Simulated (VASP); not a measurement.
Wanted: the native input for a VASP 6.6.1 run.

* Task: single point
* Functional: PBE
* Potentials or basis: VASP PAW PBE potentials, release 64 (Si, C, H)
* Cutoff: 520 eV
* k mesh: 2 × 2 × 2
* Occupations: gaussian, width 0.02 eV
* Spin: collinear spin
* Dipole correction: no
* Further INCAR settings: LREAL = Auto; ALGO = Normal; EDIFF = 1e-07; NBANDS = 90

The structure of Si16HC16 (a cell with a defect) lies in POSCAR:

```
Si16HC16
1.0
    3.0941201811     -5.3591733586      0.0000000000
   -6.1882403624      0.0000000001      0.0000000000
    0.0000000000      0.0000000000    -10.1293391981
Si C H
16 16 1
Direct
    0.3360169339      0.1679128016      0.0611642071
    0.8356673129      0.1651522950      0.0609076257
    0.3391412963      0.6687511614      0.0608652734
    0.8392952978      0.6639366408      0.0205629406
    0.1664245473      0.3388865699      0.5616861958
    0.6676822638      0.3368578214      0.5612133120
    0.1681074561      0.8371249934      0.5614046374
    0.6678446023      0.8368323075      0.5623742960
    0.4885596761      0.4979776435      0.3184580886
    1.0020317763      0.5031806392      0.3096463588
    0.5011504238      1.0036388822      0.3112421194
    1.0073275557      1.0169263233      0.3193718698
    0.5017316702      0.5006822465      0.8078487491
    1.0031073153      0.5015305493      0.8073665853
    0.5023595655      1.0023291771      0.8109747180
    1.0039048264      1.0028243604      0.8077785569
    0.3342582671      0.1701382280      0.2499221272
    0.8341178202      0.1710716971      0.2487840471
    0.3336934412      0.6707313174      0.2486236220
    0.8284516479      0.6766592306      0.2662151940
    0.1688896663      0.3358555588      0.7479659681
    0.6691901456      0.3339890847      0.7486380752
    0.1707436836      0.8354778054      0.7487249515
    0.6686812985      0.8359160274      0.7496558118
    0.0024666118      0.0068137291      0.5030556190
    0.5015165251      0.0032822580      0.4981258798
   -0.0004131234      0.5053767409      0.4971927489
    0.4982852431      0.5025455129      0.5025196511
    0.0061410590      0.0048259558      0.9959103751
    0.5030005226      0.0014026714      0.9990979473
    0.0084054008      0.4957996362      0.9963574921
    0.4989345970      0.4977905552      0.9960173909
    0.7788587382      0.7417946413      0.1746799041
```

One way to write it, as run:

INCAR

```
PREC = Accurate
ENCUT = 520
EDIFF = 1E-7
ISMEAR = 0
SIGMA = 0.02
LREAL = Auto
LASPH = True
NELM = 150
ALGO = Normal
ISIF = 2
LWAVE = False
LCHARG = False
ISPIN = 2
MAGMOM = 0 0 0 0 0 0 0 0 0 0 0 0 0 0 0 0 0 0 0 0 0 0 0 0 0 0 0 0 0 0 0 0 0.21
LORBIT = 11
GGA = PE
NBANDS = 90
```

KPOINTS

```
Automatic mesh
0
Gamma
  2 2 2
```

Potentials or basis: VASP PAW PBE potentials, release 64 (Si, C, H).

Command:

```sh
$ cat potpaw_PBE.64/Si/POTCAR potpaw_PBE.64/C/POTCAR potpaw_PBE.64/H/POTCAR > POTCAR
$ mpirun -np 1 vasp_std > vasp.out
```

Results of the run:

```json
{
  "Pressure": "3.0 GPa",
  "Largest force": "0.113 eV/Å",
  "Net moment": "0.00 μB per cell",
  "Valence electrons inside the program's atomic spheres": "Si 1.65, 1.66, 1.69, 1.68, 1.67 (each value once); C 2.53, 2.54, 2.56, 2.55 (each value once); H 0.70"
}
```

Caveat: the k points lie up to 0.59 Å⁻¹ apart.

Wall time 22 min on 1 thread of Oxide Virtual Turin-like Processor, with other jobs on the host, peak memory 0.7 GiB.
